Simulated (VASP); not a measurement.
AlN (wurtzite): vibrations by perturbation theory with LDA

The system is AlN (wurtzite).

```xyz
4
Lattice="3.0888 0.0000 0.0000 -1.5444 2.6750 0.0000 0.0000 0.0000 4.9433" Properties=species:S:1:pos:R:3 pbc="T T T"
Al    0.0000    1.7833    0.0000
Al    1.5444    0.8917    2.4717
N     0.0000    1.7833    1.8883
N     1.5444    0.8917    4.3600
```

- Program: VASP 6.6.1
- Task: vibrations by perturbation theory
- Functional: LDA
- Potentials or basis: VASP PAW LDA potentials, release 64 (Al, N)
- Cutoff: 520 eV
- k mesh: 8 × 8 × 5
- Occupations: gaussian, width 0.01 eV
- Spin: no spin polarisation
- Dipole correction: no
- Further INCAR settings: ALGO = Normal; EDIFF = 1e-08; NBANDS = 16; IBRION = 8; NSW = 1

```
Electronic dielectric tensor (diagonal)                 : 4.40, 4.40, 4.62
Born charges (mean of the diagonal)                     : Al +2.56; N -2.56 e
Highest phonon frequency at Γ, LO-TO splitting left out : 733 cm⁻¹
```

Phonon frequencies in cm⁻¹ (negative: imaginary):
```
              q point                                frequencies
(0.000, 0.000, 0.000)  0 0 0 239 239 555 626 674 674 685 685 733
```

Electronic dielectric tensor:
```
4.40 0.00 0.00
0.00 4.40 0.00
0.00 0.00 4.62
```

Born effective charge tensors (e):
atom 1, Al
```
2.51 0.00 0.00
0.00 2.51 0.00
0.00 0.00 2.67
```
atom 2, Al
```
2.51 0.00 0.00
0.00 2.51 0.00
0.00 0.00 2.67
```
atom 3, N
```
-2.51  0.00  0.00
 0.00 -2.51  0.00
 0.00  0.00 -2.67
```
atom 4, N
```
-2.51  0.00  0.00
 0.00 -2.51  0.00
 0.00  0.00 -2.67
```

It took 4.1 min on 1 thread of Intel(R) Xeon(R) Platinum 8488C (Sapphire Rapids), on a shared host, peak memory 0.33 GiB.
